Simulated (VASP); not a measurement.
A run of VASP 6.6.1 is set up as follows.

INCAR

```
SYSTEM = HCO2
PREC     = Accurate       ! precision mode
ENCUT    = 520            ! plane-wave cutoff, eV
EDIFF    = 1E-7           ! SCF threshold, eV
ISMEAR   = 0              ! smearing method
SIGMA    = 0.1            ! smearing width, eV
LREAL    = Auto         
LASPH    = .True.         ! aspherical terms in the spheres
NELM     = 100            ! most SCF steps
ALGO     = Normal         ! electronic algorithm
ISIF     = 2              ! what is computed and relaxed
LWAVE    = .False.        ! write WAVECAR
LCHARG   = .True.         ! write CHGCAR
GGA      = PE             ! functional
IVDW     = 12             ! dispersion correction
LELF     = .True.         ! ELF
LVHAR    = .True.       
NBANDS   = 90             ! bands
```

File KPOINTS:

```
Automatic mesh
0
Gamma
  4 4 4
  0 0 0
```

Contents of POSCAR:

```
HCO2
1.0
    6.1640448679      0.0000000000      0.0000000000
    0.0000000000      7.6283497630      0.0000000000
    0.0000000000      0.0000000000      6.6343212663
H C O
8 8 16
Direct
    0.8433448378      0.3031658332      0.4045022777
    0.1566551622      0.8031658332      0.0954977223
    0.6566551622      0.6968341668      0.9045022777
    0.3433448378      0.1968341668      0.5954977223
    0.1566551622      0.6968341668      0.5954977223
    0.8433448378      0.1968341668      0.9045022777
    0.3433448378      0.3031658332      0.0954977223
    0.6566551622      0.8031658332      0.4045022777
    0.9164906036      0.0565758961      0.4424624885
    0.0835093964      0.5565758961      0.0575375115
    0.5835093964      0.9434241039      0.9424624885
    0.4164906036      0.4434241039      0.5575375115
    0.0835093964      0.9434241039      0.5575375115
    0.9164906036      0.4434241039      0.9424624885
    0.4164906036      0.0565758961      0.0575375115
    0.5835093964      0.5565758961      0.4424624885
    0.7692440424      0.9922789583      0.3424628087
    0.2307559576      0.4922789583      0.1575371913
    0.7307559576      0.0077210417      0.8424628087
    0.2692440424      0.5077210417      0.6575371913
    0.2307559576      0.0077210417      0.6575371913
    0.7692440424      0.5077210417      0.8424628087
    0.2692440424      0.9922789583      0.1575371913
    0.7307559576      0.4922789583      0.3424628087
    0.9550699874      0.2233027439      0.4690894905
    0.0449300126      0.7233027439      0.0309105095
    0.5449300126      0.7766972561      0.9690894905
    0.4550699874      0.2766972561      0.5309105095
    0.0449300126      0.7766972561      0.5309105095
    0.9550699874      0.2766972561      0.9690894905
    0.4550699874      0.2233027439      0.0309105095
    0.5449300126      0.7233027439      0.4690894905
```

Potentials or basis: VASP PAW PBE potentials, release 64 (H, C, O).

Run with:

```sh
$ cat potpaw_PBE.64/H/POTCAR potpaw_PBE.64/C/POTCAR potpaw_PBE.64/O/POTCAR > POTCAR
$ mpirun -np 1 vasp_std > vasp.out
```

Problem. Estimate the largest force.

Solution. 0.415 eV/Å.

Problem. What does it give for the dispersion energy per atom?

Solution. -0.072 eV.

Problem. What does it give for the pressure?

Solution. 0.8 GPa.

Forces on the atoms (eV/Å):
```
H    0.026  0.064  0.003
H   -0.026  0.064 -0.003
H   -0.026 -0.064  0.003
H    0.026 -0.064 -0.003
H   -0.026 -0.064 -0.003
H    0.026 -0.064  0.003
H    0.026  0.064 -0.003
H   -0.026  0.064  0.003
C    0.261 -0.026  0.228
C   -0.261 -0.026 -0.228
C   -0.261  0.026  0.228
C    0.261  0.026 -0.228
C   -0.261  0.026 -0.228
C    0.261  0.026  0.228
C    0.261 -0.026 -0.228
C   -0.261 -0.026  0.228
O   -0.302 -0.197 -0.206
O    0.302 -0.197  0.206
O    0.302  0.197 -0.206
O   -0.302  0.197  0.206
O    0.302  0.197  0.206
O   -0.302  0.197 -0.206
O   -0.302 -0.197  0.206
O    0.302 -0.197 -0.206
O   -0.007  0.173 -0.019
O    0.007  0.173  0.019
O    0.007 -0.173 -0.019
O   -0.007 -0.173  0.019
O    0.007 -0.173  0.019
O   -0.007 -0.173 -0.019
O   -0.007  0.173  0.019
O    0.007  0.173 -0.019
```
